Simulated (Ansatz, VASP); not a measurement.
One calculation of CaSc, two programs

```xyz
2
Lattice="3.4755 0.0000 0.0000 0.0000 3.4755 0.0000 0.0000 0.0000 5.2747" Properties=species:S:1:pos:R:3 pbc="T T T"
Ca    1.7377    1.7377    2.6374
Sc    0.0000    0.0000    0.0000
```

Alike in both runs: functional PBE; k mesh 16 × 16 × 12; occupations gaussian, width 0.1 eV; no spin polarisation.

Ansatz relaxed the structure, and its values are those at the end. VASP's run is a single point on that final structure, the one shown.

```csv
,VASP,Ansatz
version,VASP 6.6.1,Ansatz 0.2.0
potentials or method,"VASP PAW PBE potentials, release 64 (Ca_sv, Sc_sv), cutoff 520 eV","scalar-relativistic, plane waves, PAW"
valence electrons in the cell,21,21
```

|  | VASP | Ansatz | Ansatz less VASP |
| --- | --- | --- | --- |
| gap on the k mesh at the Fermi level (eV) | none | none | - |
| pressure (GPa) | 0.0 | 0.0 | -0.03 |

A gap of «none» marks a metal or a gap that the smearing closes. With one functional, cell and mesh, what is left measures potentials, basis and numerics.
